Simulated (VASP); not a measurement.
TmNbTe3: relaxation of cell and atoms with PBE

Crystal: TmNbTe3.

```
Tm Nb Te
1.0
     5.45113    0.00000    0.00000
     0.00000    5.45113    0.00000
     0.00000    0.00000    5.39723
Tm Nb Te
1 1 3
Direct
  0.00000 0.00000 0.50000
  0.50000 0.50000 0.00000
  0.50000 0.50000 0.50000
  0.00000 0.50000 0.00000
  0.50000 0.00000 0.00000
```

The cell was built from a structure type or drawn by symmetry, and may not be a known phase.

```json
{
 "Program": "VASP 6.6.1",
 "Task": "relaxation of cell and atoms",
 "Functional": "PBE",
 "Potentials or basis": "VASP PAW PBE potentials, release 64 (Tm_3, Nb_sv, Te), 4f in core",
 "Cutoff": "500 eV",
 "k mesh": "4 × 4 × 4",
 "Occupations": "gaussian, width 0.1 eV",
 "Spin": "no spin polarisation",
 "Dipole correction": "no",
 "Mended": "yes",
 "Further INCAR settings": "ALGO = Normal; EDIFF = 1e-07; IBRION = 2; EDIFFG = -0.04; NSW = 90; ISIF = 3"
}
```

| Quantity | Value |
| --- | --- |
| Relaxed volume | 31.73 Å³/atom |
| Relaxed cell | a = 5.422 Å, b = 5.422 Å, c = 5.396 Å, α = 90.00°, β = 90.00°, γ = 90.00° |
| Space group after relaxing (to 0.1 Å) | Pm-3m (No. 221) |
| Energy gained by relaxing | 0.8 meV/atom |
| Ionic steps | 4 |
| Pressure after relaxing | 0.0 GPa |

Stress tensor (GPa, compression positive):
```
-0.03  0.00  0.00
 0.00 -0.03  0.00
 0.00  0.00  0.14
```

Step by step:
| step | energy change (eV) | largest force (eV/Å) | pressure (GPa) | volume (Å³) |
| --- | --- | --- | --- | --- |
| 1 | 0.0000 | 0.0000 | -0.56 | 160.38 |
| 2 | -0.0026 | 0.0000 | 0.34 | 157.77 |
| 3 | -0.0034 | 0.0000 | 0.04 | 158.61 |
| 4 | -0.0039 | 0.0000 | 0.03 | 158.64 |

Final structure:
```
Tm Nb Te
1.0
     5.42222    0.00000    0.00000
     0.00000    5.42222    0.00000
     0.00000    0.00000    5.39582
Tm Nb Te
1 1 3
Cartesian
  0.0000 0.0000 2.6979
  2.7111 2.7111 0.0000
  2.7111 2.7111 2.6979
  0.0000 2.7111 5.3958
  2.7111 0.0000 5.3958
```

Levels at points of the mesh, in eV from the Fermi level:
```tsv
k point	band 18	band 19	band 20	band 21	band 22	band 23
(0.00, 0.00, 0.00)	-1.28	-1.27	-1.05	-0.65	-0.65	-0.65
(0.50, 0.00, 0.00)	-1.14	-1.12	-1.11	0.69	0.75	0.94
(0.50, 0.50, 0.00)	-2.69	-0.41	-0.04	0.50	0.56	0.56
(0.00, 0.00, 0.50)	-1.14	-1.14	-1.13	0.67	0.75	0.98
(0.50, 0.00, 0.50)	-2.69	-0.38	-0.05	0.51	0.57	0.59
(0.50, 0.50, 0.50)	-0.01	0.01	0.01	0.70	0.71	0.71
```

Run time: 6.2 min on 1 thread of AMD EPYC 9R45 (Zen 5), with other jobs on the host, peak memory 0.26 GiB.

Caveat: the highest band is partly filled, so the run has too few bands; spin-orbit coupling is left out, which moves the levels of the heavy elements; the 4f electrons are frozen in the core, so they carry no moment and show no levels. Spin polarisation is off, so any magnetic state and its effect on volume and gap are missing.
